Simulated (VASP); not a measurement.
Crystal: RbBr.

```
Rb Br
1.0
     0.00000    3.42700    3.42700
     3.42700    0.00000    3.42700
     3.42700    3.42700    0.00000
Rb Br
1 1
Direct
  0.00000 0.00000 0.00000
  0.50000 0.50000 0.50000
```

Base run:

```yaml
Program: VASP 6.6.1
Functional: PBE-based screened hybrid
Potentials_or_basis: VASP PAW PBE potentials, release 64 (Rb_sv, Br)
Cutoff: 520 eV
k_mesh: 4 × 4 × 4
Occupations: fermi-dirac, width 0.05 eV
Spin: no spin polarisation
```

Its results: band gap on the k mesh 5.70 eV, direct; pressure 0.8 GPa.

After a change of settings the same cell gave: band gap on the k mesh 4.84 eV, direct; pressure 0.8 GPa. Which change was it?
A. screening parameter from 0.15 1/Å to 0.6 1/Å
B. screening parameter from 0.15 1/Å to 0.3 1/Å
C. screening parameter from 0.15 1/Å to 0.2 1/Å
D. functional from PBE-based screened hybrid to PBE; k mesh from 4 × 4 × 4 to 6 × 6 × 6

A.

Caveats: the PAW data sets were made with another functional, which shifts forces and pressure a little.
